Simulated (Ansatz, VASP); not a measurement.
# Pt in VASP and in Ansatz

```
CELL_PARAMETERS angstrom
-1.58422 1.59412 1.59412
1.58422 -1.57432 1.57432
1.58422 1.57432 -1.57432
ATOMIC_POSITIONS crystal
Pt 0.00000 0.00000 0.00000
```

Change from the starting cell: strain +0.0125 x Voigt [0, 0, 0, 1, 0, 0], atoms carried along.

Alike in both runs: task single point; functional PBEsol; k mesh 22 × 22 × 22; occupations gaussian, width 0.15 eV; no spin polarisation.

|  | VASP | Ansatz |
| --- | --- | --- |
| version | VASP 6.6.1 | Ansatz 0.2.0 |
| potentials or method | VASP PAW PBE potentials, release 64 (Pt), cutoff 520 eV | scalar-relativistic, plane waves, PAW |
| valence electrons in the cell | 10 | 18 |

Ansatz gave:

| Quantity | Value |
| --- | --- |
| gap on the k mesh at the Fermi level (eV) | none |
| pressure (GPa) | -10.9 |
| traceless stress, the component that is largest in VASP (GPa) | -1.81 |

Estimate VASP's values.

gap on the k mesh at the Fermi level (eV): none; pressure (GPa): -11.2; traceless stress, the component that is largest in VASP (GPa): -1.80.

VASP's potentials were made for PBE, not for PBEsol. A gap of «none» marks a metal or a gap that the smearing closes. VASP's potentials hold 10 valence electrons a cell and Ansatz's 18, so a difference there can come from the potentials and not from the codes.

Spin-orbit coupling is off throughout.
